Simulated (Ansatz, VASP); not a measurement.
**Os: VASP beside Ansatz**

File INCAR:

```
SYSTEM = Os
PREC = Accurate ; ENCUT = 520
EDIFF = 1E-7 ; ISMEAR = -1
SIGMA = 0.05 ; LREAL = .FALSE.
LASPH = .TRUE. ; NELM = 80
ALGO = Normal ; ISIF = 2
LWAVE = .FALSE. ; LCHARG = .TRUE.
GGA = PS ; LELF = .TRUE.
LVHAR = .TRUE. ; NBANDS = 10
```

KPOINTS

```
regular mesh
0
G
  19 19 19
  0 0 0
```

File POSCAR:

```
Os
1.0
   -1.3262227715      1.3262227715      1.3262227715
    1.3262227715     -1.3262227715      1.3262227715
    1.3262227715      1.3262227715     -1.3262227715
Os
1
Direct
    0.0000000000      0.0000000000      0.0000000000
```

Input for Ansatz:

```yaml
crystal:
  lattice:
    - [-1.3262227715, 1.3262227715, 1.3262227715]
    - [1.3262227715, -1.3262227715, 1.3262227715]
    - [1.3262227715, 1.3262227715, -1.3262227715]
  atoms:
    - { symbol: Os, position: [0.0, 0.0, 0.0] }
kpoints:
  mp_grid: { grid: [19, 19, 19] }
scf:
  occupations: { method: fermi_dirac, width: 0.05 }
hamiltonian:
  xc: pbesol
  pseudopotentials: { kind: all_electron, lapw: { basis_error: 0.001 } }
output:
  forces: true
  stress: true
  eigenvalues: true
  populations: true
```

Change from the starting cell: volume scaled by 0.65, LAPW.

Alike in both runs: task single point; functional PBEsol; k mesh 19 × 19 × 19; occupations fermi-dirac, width 0.05 eV; no spin polarisation.

|  | VASP | Ansatz |
| --- | --- | --- |
| version | VASP 6.6.1 | Ansatz 0.2.0 |
| potentials or method | VASP PAW PBE potentials, release 64 (Os), cutoff 520 eV | all-electron LAPW, scalar-relativistic |

|  | VASP | Ansatz | Ansatz less VASP |
| --- | --- | --- | --- |
| pressure (GPa) | 465.3 | 437.9 | -27.37 |

VASP's potentials were made for PBE, not for PBEsol. Both programs put the cell under a high pressure, so it lies far from rest at this level. Ansatz ran all-electron here, and VASP with PAW potentials.

Spin-orbit coupling is off throughout. Noted on VASP's run: the cell as given lies far from equilibrium.
